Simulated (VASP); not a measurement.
# Mg (P6_3/mmc) in VASP: further runs, part 2 of 2

VASP 6.6.1. Earlier steps stand in the parts before.

## (3) Single point, PBE

This run uses another cell than the first one, of 22.31 Å³/atom, 1.021 times its volume.

File INCAR:

```
SYSTEM = Mg
PREC = Accurate
ENCUT = 520
EDIFF = 1E-6
ISMEAR = -1
SIGMA = 0.3
LREAL = .FALSE.
LASPH = .TRUE.
NELM = 60
ALGO = Normal
ISIF = 2
LWAVE = .FALSE.
LCHARG = .FALSE.
GGA = PE
NBANDS = 9
```

File KPOINTS:

```
Automatic mesh
0
G
  12 12 7
  0 0 0
```

File POSCAR:

```
Mg
1.0
    3.1659257641      0.0000000000      0.0000000000
   -1.5829628820      2.7417718142      0.0000000000
    0.0000000000      0.0000000000      5.1398819084
Mg
2
Direct
    0.3333333333      0.6666666667      0.2500000000
    0.6666666667      0.3333333333      0.7500000000
```

Potentials or basis: VASP PAW PBE potentials, release 64 (Mg).

On the command line:

```
$ cat potpaw_PBE.64/Mg/POTCAR > POTCAR
$ mpirun -np 1 vasp_std > vasp.out
```

OUTCAR:

```text
SYSTEM = Mg
   PREC = Accurate
   ENCUT = 520
   EDIFF = 1E-6
   ISMEAR = -1
   LREAL = .FALSE.
   LASPH = .TRUE.
   NELM = 60
   ISIF = 2
   GGA = PE

 ion  position               nearest neighbor table
   1  0.333  0.667  0.250-   2 3.15   2 3.15   2 3.15   2 3.15   2 3.15   2 3.15
   2  0.667  0.333  0.750-   1 3.15   1 3.15   1 3.15   1 3.15   1 3.15   1 3.15

  LATTYP: Found a hexagonal cell.
 ALAT       =     3.1659257641
 C/A-ratio  =     1.6235004518

  Lattice vectors:

 A1 = (   3.1659257641,   0.0000000000,   0.0000000000)
 A2 = (  -1.5829628820,   2.7417718142,   0.0000000000)
 A3 = (   0.0000000000,   0.0000000000,   5.1398819084)

Analysis of symmetry for initial positions (statically):
=====================================================================
 Subroutine PRICEL returns:
 Original cell was already a primitive cell.

 Routine SETGRP: Setting up the symmetry group for a
 hexagonal supercell.

 Subroutine GETGRP returns: Found 24 space group operations
 (whereof 12 operations were pure point group operations)
 out of a pool of 24 trial point group operations.

The static configuration has the point symmetry D_3d.
 The point group associated with its full space group is D_6h.

Analysis of symmetry for dynamics (positions and initial velocities):
=====================================================================
 Subroutine PRICEL returns:
 Original cell was already a primitive cell.

 Routine SETGRP: Setting up the symmetry group for a
 hexagonal supercell.

 Subroutine GETGRP returns: Found 24 space group operations
 (whereof 12 operations were pure point group operations)
 out of a pool of 24 trial point group operations.

The dynamic configuration has the point symmetry D_3d.
 The point group associated with its full space group is D_6h.

 Subroutine INISYM returns: Found 24 space group operations
 (whereof 12 operations are pure point group operations),
 and found     1 'primitive' translations

----------------------------------------------------------------------------------------
[... 118 lines left out ...]
   GGA     = PE    functional components
   LHFCALC =     F    Hartree Fock is set to
   AEXX    =    0.0000 exact exchange contribution
   IVDW    =     0    specifies the selected vdW correction
   LEPSILON=     F    determine dielectric tensor
   LRPA    =     F    only Hartree local field effects (RPA)
 non-spin polarized calculation
  energy-cutoff  :      520.00
  volume of cell :       44.62
 maximum number of plane-waves:      1216
 NGX is ok and might be reduce to    24
   NGX = 11   NGY = 11   NGZ = 19

 number of electron       4.0000000 magnetization

 Free energy of the ion-electron system (eV)
  ---------------------------------------------------
  ext. energy  EPLUGINS =         0.00000000
  ---------------------------------------------------
  free energy    TOTEN  =        -3.13112563 eV

  energy without entropy =       -2.88461453  energy(sigma->0) =       -3.00787008

 E-fermi :   2.7717     XC(G=0):  -8.5801

 val. band max:        2.7177618544   @ k =   0.2500   0.0000   0.0000
 cond. band min:       2.8777962221   @ k =   0.4167   0.0833   0.2857
 fundamental gap:      0.1600343678
 Fermi energy:         2.7716563533

 k-point     1 :       0.0000    0.0000    0.0000
  band No.  band energies     occupation
      1      -4.2713      2.00000
      2       1.0538      1.99350
      3       1.5450      1.96703
      4      13.8914      0.00000
      5      13.8914      0.00000
      6      14.0636      0.00000
      7      14.0636      0.00000
      8      14.7829      0.00000
      9      16.4748      0.00000
[... 265 lines left out ...]
 k-point    24 :       0.3333   -0.0000    0.1429
  band No.  band energies     occupation
      1      -1.9527      2.00000
      2       1.9103      1.89281
      3       4.2400      0.01486
      4       5.3525      0.00037
      5       8.1174      0.00000
      6      10.3707      0.00000
      7      10.4897      0.00000
      8      12.4353      0.00000
      9      13.7619      0.00000

 [... further k-points ...]

------------------------ aborting loop because EDIFF is reached ----------------------------------------

  FORCE on cell =-STRESS in cart. coord.  units (eV):
  Direction    XX          YY          ZZ          XY          YZ          ZX
  --------------------------------------------------------------------------------------
  -------------------------------------------------------------------------------------
  Total        0.3758136      0.3758135      0.3212244      0.0000000      0.0000000      0.0000000
  in kB       13.4957755     13.4957723     11.5354347      0.0000000      0.0000000      0.0000000
  external PRESSURE =      12.8423275 kB  Pullay stress =       0.0000000 kB

 VOLUME and BASIS-vectors are now :
 -----------------------------------------------------------------------------
  energy-cutoff  :      520.00
  volume of cell :       44.62
      direct lattice vectors                 reciprocal lattice vectors
     3.165925764  0.000000000  0.000000000     0.315863376  0.182363827  0.000000000
    -1.582962882  2.741771814  0.000000000     0.000000000  0.364727653  0.000000000
     0.000000000  0.000000000  5.139881908     0.000000000  0.000000000  0.194556999

 POSITION                                       TOTAL-FORCE (eV/Angst)
 -----------------------------------------------------------------------------------
     -0.00000      1.82785      1.28497        -0.000000     -0.000000      0.000000
      1.58296      0.91392      3.85491         0.000000      0.000000      0.000000
 -----------------------------------------------------------------------------------
    total drift:                               -0.000000      0.000000     -0.000000

  FREE ENERGIE OF THE ION-ELECTRON SYSTEM (eV)
  ---------------------------------------------------
  free  energy   TOTEN  =        -3.1311256294 eV

  energy  without entropy=       -2.8846145290  energy(sigma->0) =       -3.00787008
```

OSZICAR:

```text
N       E                     dE             d eps       ncg     rms          rms(c)
DAV:   1    -0.253691975420E+00   -0.25369E+00   -0.13095E+03  1368   0.316E+02
DAV:   2    -0.310277310163E+01   -0.28491E+01   -0.27560E+01  1881   0.281E+01
DAV:   3    -0.314475406004E+01   -0.41981E-01   -0.41083E-01  1804   0.276E+00
DAV:   4    -0.314490345943E+01   -0.14940E-03   -0.14927E-03  1729   0.154E-01
DAV:   5    -0.314490408985E+01   -0.63042E-06   -0.63027E-06  1713   0.102E-02    0.946E-01
DAV:   6    -0.313853047042E+01    0.63736E-02   -0.54937E-04  1598   0.182E-01    0.606E-01
DAV:   7    -0.313111676354E+01    0.74137E-02   -0.21202E-03  1418   0.314E-01    0.331E-02
DAV:   8    -0.313112685473E+01   -0.10091E-04   -0.16519E-05  1962   0.240E-02    0.708E-03
DAV:   9    -0.313112582180E+01    0.10329E-05   -0.10860E-06  1488   0.503E-03    0.605E-04
DAV:  10    -0.313112562936E+01    0.19244E-06   -0.49634E-09   802   0.426E-04
   1 F= -.31311256E+01 E0= -.30078701E+01  d E =-.246511E+00
```

Wall time 23 s (1 thread of AMD EPYC 7R43 (Zen 3), shared host); peak memory 0.14 GiB.

Results:

* Free energy: -3.1311 eV
* Pressure: 1.3 GPa
* Band gap on the k mesh: zero (band 2 reaches 3.79 eV, above the bottom of band 3 at 1.54 eV)

Stress tensor (GPa, compression positive):
```
1.35 0.00 0.00
0.00 1.35 0.00
0.00 0.00 1.15
```

Levels at points of the mesh, in eV from the Fermi level:
```
           k point  band 1  band 2  band 3  band 4  band 5  band 6
(0.00, 0.00, 0.00)   -7.04   -1.72   -1.23   11.12   11.12   11.29
(0.50, 0.00, 0.00)   -2.18   -2.14    2.72    3.05    3.38    3.78
```

## (4) Single point, PBE

This run uses another cell than the first one, of 22.77 Å³/atom, 1.043 times its volume.

Edit INCAR of step 3 so:

```diff
@@ -8,3 +8,3 @@
 LASPH = .TRUE.
-NELM = 60
+NELM = 80
 ALGO = Normal
```

KPOINTS is that of step 3.

File POSCAR:

```
Mg
1.0
    3.1877604248      0.0000000000      0.0000000000
   -1.5938802124      2.7606811829      0.0000000000
    0.0000000000      0.0000000000      5.1753304900
Mg
2
Direct
    0.3333333333      0.6666666667      0.2500000000
    0.6666666667      0.3333333333      0.7500000000
```

On the command line:

```
$ cat potpaw_PBE.64/Mg/POTCAR > POTCAR
$ mpirun -np 1 vasp_std > vasp.out
```

Run time: 21 s. Hardware: 1 thread of AMD EPYC 7R43 (Zen 3), shared host; peak memory 0.13 GiB.

Results (log left out):

```
Free energy            : -3.1362 eV
Pressure               : 0.5 GPa
Band gap on the k mesh : zero (band 2 reaches 3.67 eV, above the bottom of band 3 at 1.43 eV)
```

Stress tensor (GPa, compression positive):
```
0.54 0.00 0.00
0.00 0.54 0.00
0.00 0.00 0.37
```

Levels at points of the mesh, in eV from the Fermi level:
```
           k point  band 1  band 2  band 3  band 4  band 5  band 6
(0.00, 0.00, 0.00)   -6.95   -1.68   -1.23   11.00   11.00   11.13
(0.50, 0.00, 0.00)   -2.14   -2.13    2.68    3.04    3.32    3.72
```

## (5) Single point, PBE

This run uses another cell than the first one, of 23.24 Å³/atom, 1.064 times its volume.

File INCAR:

```
SYSTEM = Mg
PREC = Accurate
ENCUT = 520
EDIFF = 1E-7
ISMEAR = -1
SIGMA = 0.3
LREAL = .False.
LASPH = .True.
NELM = 60
ALGO = Normal
ISIF = 2
LWAVE = .False.
LCHARG = .False.
GGA = PE
NBANDS = 9
```

File KPOINTS:

```
Automatic mesh
0
Gamma
  12 12 7
  0 0 0
```

File POSCAR:

```
Mg
1.0
    3.2093000000      0.0000000000      0.0000000000
   -1.6046500000      2.7793350000      0.0000000000
    0.0000000000      0.0000000000      5.2103000000
Mg
2
Direct
    0.3333333333      0.6666666667      0.2500000000
    0.6666666667      0.3333333333      0.7500000000
```

On the command line:

```
$ cat potpaw_PBE.64/Mg/POTCAR > POTCAR
$ mpirun -np 1 vasp_std > vasp.out
```

Wall time 22 s (1 thread of AMD EPYC 7R43 (Zen 3), shared host); peak memory 0.14 GiB.

Results (log left out):

| Property | Result |
| --- | --- |
| Free energy | -3.1369 eV |
| Pressure | -0.2 GPa |
| Band gap on the k mesh | zero (band 2 reaches 3.57 eV, above the bottom of band 3 at 1.33 eV) |

Stress tensor (GPa, compression positive):
```
-0.19  0.00  0.00
 0.00 -0.19  0.00
 0.00  0.00 -0.34
```

Levels at points of the mesh, in eV from the Fermi level:
| k point | band 1 | band 2 | band 3 | band 4 | band 5 |
| --- | --- | --- | --- | --- | --- |
| (0.00, 0.00, 0.00) | -6.87 | -1.65 | -1.23 | 10.88 | 10.88 |
| (0.50, 0.00, 0.00) | -2.11 | -2.11 | 2.65 | 3.03 | 3.26 |

## (6) Single point, PBE

This run uses another cell than the first one, of 23.70 Å³/atom, 1.085 times its volume.

File INCAR:

```
SYSTEM = Mg
ALGO = Normal ; EDIFF = 1E-6
ENCUT = 520 ; GGA = PE
ISIF = 2 ; ISMEAR = -1
LASPH = .True. ; LCHARG = .False.
LREAL = .False. ; LWAVE = .False.
NBANDS = 9 ; NELM = 100
PREC = Accurate ; SIGMA = 0.3
```

File KPOINTS:

```
k-points
0
Gamma
  12 12 7
  0 0 0
```

File POSCAR:

```
Mg
1.0
    3.2305542618      0.0000000000      0.0000000000
   -1.6152771309      2.7977417285      0.0000000000
    0.0000000000      0.0000000000      5.2448063036
Mg
2
Direct
    0.3333333333      0.6666666667      0.2500000000
    0.6666666667      0.3333333333      0.7500000000
```

Potentials or basis: VASP PAW PBE potentials, release 64 (Mg).

On the command line:

```
$ cat potpaw_PBE.64/Mg/POTCAR > POTCAR
$ mpirun -np 1 vasp_std > vasp.out
```

It took 21 s on 1 thread of AMD EPYC 7R43 (Zen 3), shared host; peak memory 0.14 GiB.

Results (log left out):

```yaml
Free_energy: -3.1336 eV
Pressure: -0.9 GPa
Band_gap_on_the_k_mesh: zero (band 2 reaches 3.46 eV, above the bottom of band 3 at 1.23 eV)
```

Stress tensor (GPa, compression positive):
```
-0.85  0.00  0.00
 0.00 -0.85  0.00
 0.00  0.00 -0.97
```

Levels at points of the mesh, in eV from the Fermi level:
| k point | band 1 | band 2 | band 3 | band 4 | band 5 | band 6 |
| --- | --- | --- | --- | --- | --- | --- |
| (0.00, 0.00, 0.00) | -6.78 | -1.62 | -1.23 | 10.77 | 10.77 | 10.81 |
| (0.50, 0.00, 0.00) | -2.09 | -2.08 | 2.63 | 3.02 | 3.20 | 3.61 |

## (7) The runs side by side

```csv
cell,gap on the mesh (eV),pressure (GPa)
"a = 3.144, b = 3.144, c = 5.104 Å, angles 90.0, 90.0, 120.0°, 2 atoms",none,2.2
"a = 3.166, b = 3.166, c = 5.140 Å, angles 90.0, 90.0, 120.0°, 2 atoms",none,1.3
"a = 3.188, b = 3.188, c = 5.175 Å, angles 90.0, 90.0, 120.0°, 2 atoms",none,0.5
"a = 3.209, b = 3.209, c = 5.210 Å, angles 90.0, 90.0, 120.0°, 2 atoms",none,-0.2
"a = 3.231, b = 3.231, c = 5.245 Å, angles 90.0, 90.0, 120.0°, 2 atoms",none,-0.9
```

Alike in all rows: task single point; level PBE; potentials or basis VASP PAW PBE potentials, release 64 (Mg); no spin polarisation; k mesh 12 × 12 × 7; cutoff (eV) 520; smearing fermi-dirac 0.3 eV.

Absolute energies hang on the potentials; compare differences alone.
